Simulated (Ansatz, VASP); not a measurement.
# Ge: VASP beside Ansatz

File INCAR:

```
ALGO     = Normal         # electronic algorithm
EDIFF    = 1E-6           # SCF threshold, eV
ENCUT    = 520            # plane-wave cutoff, eV
GGA      = PE             # functional
ISIF     = 2              # what is computed and relaxed
ISMEAR   = 0              # smearing method
LASPH    = T              # aspherical terms in the spheres
LCHARG   = F              # write CHGCAR
LREAL    = F              # projectors in reciprocal space
LWAVE    = F              # write WAVECAR
NBANDS   = 21             # bands
NELM     = 60             # most SCF steps
PREC     = Accurate       # precision mode
SIGMA    = 0.15           # smearing width, eV
```

File KPOINTS:

```
k-points
0
Gamma
  14 14 14
```

POSCAR

```
Ge
1.0
    0.0000000000      2.9589239682      2.6207189587
    2.9589239682      0.0000000000      2.6207189587
    2.9589239682      2.9589239682      0.0000000000
Ge
2
Direct
    0.5000000000      0.5000000000      0.5000000000
    0.7500000000      0.7500000000      0.7500000000
```

Input for Ansatz:

```yaml
crystal:
  lattice:
    - [0.0, 2.9589239682, 2.6207189587]
    - [2.9589239682, 0.0, 2.6207189587]
    - [2.9589239682, 2.9589239682, 0.0]
  atoms:
    - { symbol: Ge, position: [0.5, 0.5, 0.5] }
    - { symbol: Ge, position: [0.75, 0.75, 0.75] }
basis:
  ecutwfc: 420
kpoints:
  mp_grid: { grid: [14, 14, 14] }
hamiltonian:
  xc: pbe
scf:
  occupations: { method: gaussian, width: 0.15 }
output:
  forces: true
  stress: true
  eigenvalues: true
```

Alike in both runs: task single point; functional PBE; k mesh 14 × 14 × 14; occupations gaussian, width 0.15 eV; no spin polarisation.

|  | VASP | Ansatz |
| --- | --- | --- |
| version | VASP 6.6.1 | Ansatz 0.2.0 |
| potentials or method | VASP PAW PBE potentials, release 64 (Ge_d), cutoff 520 eV | scalar-relativistic, plane waves, PAW |
| valence electrons in the cell | 28 | 28 |

```tsv
	VASP	Ansatz	Ansatz less VASP
gap on the k mesh at the Fermi level (eV)	none	none	-
pressure (GPa)	2.4	2.5	+0.09
traceless stress, the component that is largest in VASP (GPa)	4.17	4.16	-0.015
```

A gap of «none» marks a metal or a gap that the smearing closes. The functional is the same, so the differences come from potentials, cutoffs and numerics.
